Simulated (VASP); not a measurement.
Ba, 1 atom in the cell. Symmetry: Im-3m, No. 229, cubic system. The conventional cell has a = 5.025 Å, b = 5.025 Å, c = 5.025 Å, α = 90.00°, β = 90.00°, γ = 90.00°. Within 5.7 Å of Ba (site symmetry m-3m) lie 14 Ba at 4.35 to 5.02 Å. 

```yaml
Program: VASP 6.6.1
Task: single point
Functional: PBE
Potentials_or_basis: VASP PAW PBE potentials, release 64 (Ba_sv)
Cutoff: 500 eV
k_mesh: 12 × 12 × 12
Occupations: fermi-dirac, width 0.1 eV
Spin: no spin polarisation
Dipole_correction: no
Further_INCAR_settings: ALGO = Normal; EDIFF = 1e-06; NBANDS = 11
```

Potentials or basis: VASP PAW PBE potentials, release 64 (Ba_sv).

Run with:

```bash
$ cat potpaw_PBE.64/Ba_sv/POTCAR > POTCAR
$ mpirun -np 1 vasp_std > vasp.out
```

Hardware: 1 thread of Intel(R) Xeon(R) 6975P-C (Granite Rapids), with other jobs on the host.

Task: Estimate the wall time of this run.

Result: It took 10 s on 1 thread of Intel(R) Xeon(R) 6975P-C (Granite Rapids) (shared host), peak memory 0.2 GiB. Counts: scf iterations 11, k points 72.
